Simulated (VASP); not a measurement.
# SnSe (I4/mmm) in VASP: notebook, part 2 of 2

VASP 6.6.1. The steps go on from the part before.

## 4. Single point, PBE+D3(BJ)

This run uses another cell than the first one, of the same volume but with other edges.

INCAR

```
PREC = Accurate
ENCUT = 520
EDIFF = 1E-7
ISMEAR = 0
SIGMA = 0.05
LREAL = False
LASPH = True
NELM = 80
ALGO = Normal
ISIF = 2
LWAVE = False
LCHARG = False
GGA = PE
IVDW = 12
NBANDS = 17
```

KPOINTS

```
regular mesh
0
Gamma
  12 12 12
```

POSCAR

```
SnSe
1.0
    0.0000000000      2.9158752115      3.2074627327
    2.9158752115      0.0000000000      3.2074627327
    2.9158752115      2.9158752115      0.0000000000
Sn Se
1 1
Direct
    0.0000000000      0.0000000000      0.0000000000
    0.5000000000      0.5000000000      0.5000000000
```

Potentials or basis: VASP PAW PBE potentials, release 64 (Sn_d, Se).

The run is started by

```
$ cat potpaw_PBE.64/Sn_d/POTCAR potpaw_PBE.64/Se/POTCAR > POTCAR
$ mpirun -np 1 vasp_std > vasp.out
```

OUTCAR:

```text
PREC = Accurate
   ENCUT = 520
   EDIFF = 1E-7
   ISMEAR = 0
   LREAL = False
   LASPH = True
   NELM = 80
   ISIF = 2
   GGA = PE
   IVDW = 12
 IVDW          = 12

 ion  position               nearest neighbor table
   1  0.000  0.000  0.000-   2 2.92   2 2.92   2 2.92   2 2.92   2 3.21   2 3.21
   2  0.500  0.500  0.500-   1 2.92   1 2.92   1 2.92   1 2.92   1 3.21   1 3.21

  LATTYP: Found a body centered tetragonal cell.
 ALAT       =     4.1236702703
 C/A-ratio  =     1.5556349186

  Lattice vectors:

 A1 = (  -2.9158752115,   0.0000000000,   3.2074627327)
 A2 = (   2.9158752115,   0.0000000000,   3.2074627327)
 A3 = (   0.0000000000,   2.9158752115,  -3.2074627327)

Analysis of symmetry for initial positions (statically):
=====================================================================
 Subroutine PRICEL returns:
 Original cell was already a primitive cell.

 Routine SETGRP: Setting up the symmetry group for a
 body centered tetragonal supercell.

 Subroutine GETGRP returns: Found 16 space group operations
 (whereof 16 operations were pure point group operations)
 out of a pool of 16 trial point group operations.

The static configuration has the point symmetry D_4h.

Analysis of symmetry for dynamics (positions and initial velocities):
=====================================================================
 Subroutine PRICEL returns:
 Original cell was already a primitive cell.

 Routine SETGRP: Setting up the symmetry group for a
 body centered tetragonal supercell.

 Subroutine GETGRP returns: Found 16 space group operations
 (whereof 16 operations were pure point group operations)
 out of a pool of 16 trial point group operations.

The dynamic configuration has the point symmetry D_4h.

 Subroutine INISYM returns: Found 16 space group operations
 (whereof 16 operations are pure point group operations),
 and found     1 'primitive' translations

----------------------------------------------------------------------------------------

                                     Primitive cell

  volume of cell :      54.5418

  direct lattice vectors                    reciprocal lattice vectors
     0.000000000  2.915875211  3.207462733    -0.171475102  0.171475102  0.155886457
     2.915875211  0.000000000  3.207462733     0.171475102 -0.171475102  0.155886457
     2.915875211  2.915875211  0.000000000     0.171475102  0.171475102 -0.155886457

  length of vectors
     4.334760135  4.334760135  4.123670270     0.288284597  0.288284597  0.288284597

  position of ions in fractional coordinates (direct lattice)
     0.000000000  0.000000000  0.000000000
     0.500000000  0.500000000  0.500000000

  ion indices of the primitive-cell ions
   primitive index   ion index
                 1           1
                 2           2

----------------------------------------------------------------------------------------

 KPOINTS: regular mesh

Automatic generation of k-mesh.
 Grid dimensions read from file:
 generate k-points for:   12   12   12

 Generating k-lattice:

  Cartesian coordinates                     Fractional coordinates (reciprocal lattice)
    -0.014289592  0.014289592  0.012990538     0.083333333  0.000000000  0.000000000
     0.014289592 -0.014289592  0.012990538     0.000000000  0.083333333  0.000000000
     0.014289592  0.014289592 -0.012990538    -0.000000000 -0.000000000  0.083333333

  Length of vectors
     0.024023716  0.024023716  0.024023716

  Shift w.r.t. Gamma in fractional coordinates (k-lattice)
     0.000000000  0.000000000  0.000000000

 Subroutine IBZKPT returns following result:
 ===========================================

 Found    163 irreducible k-points:

 Following reciprocal coordinates:
            Coordinates               Weight
  0.000000  0.000000  0.000000      1.000000
  0.083333  0.000000  0.000000      8.000000
  0.166667 -0.000000  0.000000      8.000000
  0.250000  0.000000  0.000000      8.000000
  0.333333 -0.000000  0.000000      8.000000
  0.416667  0.000000  0.000000      8.000000
[... 16 lines left out ...]
  0.500000  0.166667  0.000000      8.000000
 -0.416667  0.166667  0.000000      8.000000
 [... further k-points ...]
   k-points           NKPTS =    163   k-points in BZ     NKDIM =    163   number of bands    NBANDS=     17
   number of dos      NEDOS =    301   number of ions     NIONS =      2
   total plane-waves  NPLWV =  32768
   dimension x,y,z NGX =    32 NGY =   32 NGZ =   32
   dimension x,y,z NGXF=    64 NGYF=   64 NGZF=   64
   ions per type =               1   1
   NGX,Y,Z   is equivalent  to a cutoff of  12.27, 12.27, 12.90 a.u.
   NGXF,Y,Z  is equivalent  to a cutoff of  24.55, 24.55, 25.80 a.u.
 SYSTEM =  unknown system
   PREC   = accura    normal or accurate (medium, high low for compatibility)
   ISTART =      0    job   : 0-new  1-cont  2-samecut
   ICHARG =      2    charge: 1-file 2-atom 10-const
   ISPIN  =      1    spin polarized calculation?
   LNONCOLLINEAR =      F non collinear calculations
   LSORBIT =      F    spin-orbit coupling
   LASPH  =      T    aspherical Exc in radial PAW
   ENCUT  =  520.0 eV  38.22 Ry    6.18 a.u.   8.06  8.06  7.67*2*pi/ulx,y,z
   NELM   =     80;   NELMIN=  2; NELMDL= -5     # of ELM steps
   EDIFF  = 0.1E-06   stopping-criterion for ELM
   LREAL  =      F    real-space projection
   EDIFFG = 0.1E-05   stopping-criterion for IOM
   NSW    =      0    number of steps for IOM
   IBRION =     -1    ionic relax: 0-MD 1-quasi-New 2-CG
   NFREE  =      0    steps in history (QN), initial steepest desc. (CG)
   ISIF   =      2    stress and relaxation
   ISYM   =      2    0-nonsym 1-usesym 2-fastsym
   POTIM  = 0.5000    time-step for ionic-motion
   TEBEG  =    0.0;   TEEND  =   0.0 temperature during run
   PSTRESS=    0.0 pullay stress
   NELECT =      20.0000    total number of electrons
   NUPDOWN=      -1.0000    fix difference up-down
   EMIN   =  10.00;   EMAX   =-10.00  energy-range for DOS
   EFERMI =   0.00;   METHOD = LEGACY
   ISMEAR =     0;   SIGMA  =   0.05  broadening in eV -4-tet -1-fermi 0-gaus
   EFERMI_NEDOS =   21; number of points for ismear=-14 and -15
   IALGO  =     38    algorithm
   IMIX   =      4    mixing-type and parameters
     AMIX     =   0.40;   BMIX     =  1.00
     AMIX_MAG =   1.60;   BMIX_MAG =  1.00
  volume/ion in A,a.u.               =      27.27       184.03
  Fermi-wavevector in a.u.,A,eV,Ry     =   1.171768  2.214321 18.681350  1.373040
  Thomas-Fermi vector in A             =   2.308207
   LORBIT       =      0    0 simple, 1 ext, 2 COOP (PROOUT), +10 PAW based schemes
   GGA     = PE    functional components
   LHFCALC =     F    Hartree Fock is set to
   AEXX    =    0.0000 exact exchange contribution
   IVDW    =    12    specifies the selected vdW correction
   LEPSILON=     F    determine dielectric tensor
   LRPA    =     F    only Hartree local field effects (RPA)
 non-spin polarized calculation
 Gauss-broadening in eV      SIGMA  =   0.05
  energy-cutoff  :      520.00
  volume of cell :       54.54
 maximum number of plane-waves:      1492
   NGX = 17   NGY = 17   NGZ = 15

 number of electron      20.0000004 magnetization

 Free energy of the ion-electron system (eV)
  ---------------------------------------------------
  ext. energy  EPLUGINS =         0.00000000
  ---------------------------------------------------
  free energy    TOTEN  =        -8.09906267 eV

  energy without entropy =       -8.09862973  energy(sigma->0) =       -8.09884620

 E-fermi :   5.8726     XC(G=0):  -9.5842

 val. band max:        5.8294762680   @ k =  -0.2500   0.1667   0.0000
 cond. band min:       5.8838374839   @ k =  -0.4167   0.0000   0.0833
 fundamental gap:      0.0543612159
 Fermi energy:         5.8726077151

 k-point     1 :       0.0000    0.0000    0.0000
  band No.  band energies     occupation
      1     -16.0384      2.00000
      2     -16.0212      2.00000
      3     -16.0212      2.00000
      4     -15.9914      2.00000
      5     -15.9867      2.00000
      6      -8.3182      2.00000
[... 9 lines left out ...]
     16      11.7392      0.00000
     17      12.4145      0.00000
[... 441 lines left out ...]
 k-point    24 :      -0.4167    0.1667    0.0000
  band No.  band energies     occupation
      1     -16.0407      2.00000
      2     -16.0183      2.00000
      3     -16.0135      2.00000
      4     -15.9945      2.00000
      5     -15.9789      2.00000
      6      -7.3188      2.00000
[... 9 lines left out ...]
     16      14.9840      0.00000
     17      16.4049      0.00000

 [... further k-points ...]

------------------------ aborting loop because EDIFF is reached ----------------------------------------

 Edisp (eV)   -0.70597

 E8    (eV) :    -0.3181

  FORCE on cell =-STRESS in cart. coord.  units (eV):
  Direction    XX          YY          ZZ          XY          YZ          ZX
  --------------------------------------------------------------------------------------
  -------------------------------------------------------------------------------------
  Total       1.12981     1.12981    -2.17560     0.00000    -0.00000    -0.00000
  in kB      33.18844    33.18844   -63.90865     0.00000    -0.00000    -0.00000
  external pressure =        0.82 kB  Pullay stress =        0.00 kB

 VOLUME and BASIS-vectors are now :
 -----------------------------------------------------------------------------
  energy-cutoff  :      520.00
  volume of cell :       54.54
      direct lattice vectors                 reciprocal lattice vectors
     0.000000000  2.915875211  3.207462733    -0.171475102  0.171475102  0.155886457
     2.915875211  0.000000000  3.207462733     0.171475102 -0.171475102  0.155886457
     2.915875211  2.915875211  0.000000000     0.171475102  0.171475102 -0.155886457

 POSITION                                       TOTAL-FORCE (eV/Angst)
 -----------------------------------------------------------------------------------
      0.00000      0.00000      0.00000         0.000000     -0.000000      0.000000
      2.91588      2.91588      3.20746        -0.000000      0.000000     -0.000000
 -----------------------------------------------------------------------------------
    total drift:                                0.000000     -0.000000     -0.000000

  FREE ENERGIE OF THE ION-ELECTRON SYSTEM (eV)
  ---------------------------------------------------
  free  energy   TOTEN  =        -8.8050303707 eV

  energy  without entropy=       -8.8045974256  energy(sigma->0) =       -8.80481390
```

Wall time 2.1 min (1 thread of Intel Xeon 8259CL, shared host); peak memory 0.3 GiB.

What came out:

| Quantity | Value |
| --- | --- |
| Free energy | -8.8050 eV |
| Pressure | 0.1 GPa |
| Band gap on the k mesh | zero (filled and empty bands touch) |
| Dispersion energy per atom | -0.353 eV |

Caveat: the stress differs along the axes, from -6 to 3 GPa; semilocal functionals underestimate gaps, and a narrow one can read as zero; spin-orbit coupling is left out, which moves the levels of the heavy elements.

## 5. Overview

| cell | gap on the mesh (eV) | pressure (GPa) |
| --- | --- | --- |
| a = 4.147, b = 4.147, c = 4.624 Å, angles 56.1, 56.1, 67.8°, 2 atoms | none | 6.7 |
| a = 4.523, b = 4.523, c = 3.900 Å, angles 64.5, 64.5, 51.1°, 2 atoms | none | 6.3 |
| a = 4.335, b = 4.335, c = 4.124 Å, angles 61.6, 61.6, 56.8°, 2 atoms | none | 0.1 |

Alike in all rows: task single point; level PBE+D3(BJ); potentials or basis VASP PAW PBE potentials, release 64 (Sn_d, Se); no spin polarisation; k mesh 12 × 12 × 12; cutoff (eV) 520; smearing gaussian 0.05 eV.

Caveats: spin-orbit coupling is left out, which moves the levels of the heavy elements; the stress differs along the axes, from -5 to 30 GPa (at least some runs); the stress differs along the axes, from -7 to 13 GPa (at least some runs); the stress differs along the axes, from -6 to 3 GPa (at least some runs); semilocal functionals underestimate gaps, and a narrow one can read as zero (at least some runs).

Total energies depend on the potentials used, so only differences within one code and one set of settings carry meaning.

The gap in the log of VASP goes by the Fermi energy; the results here count the filled bands.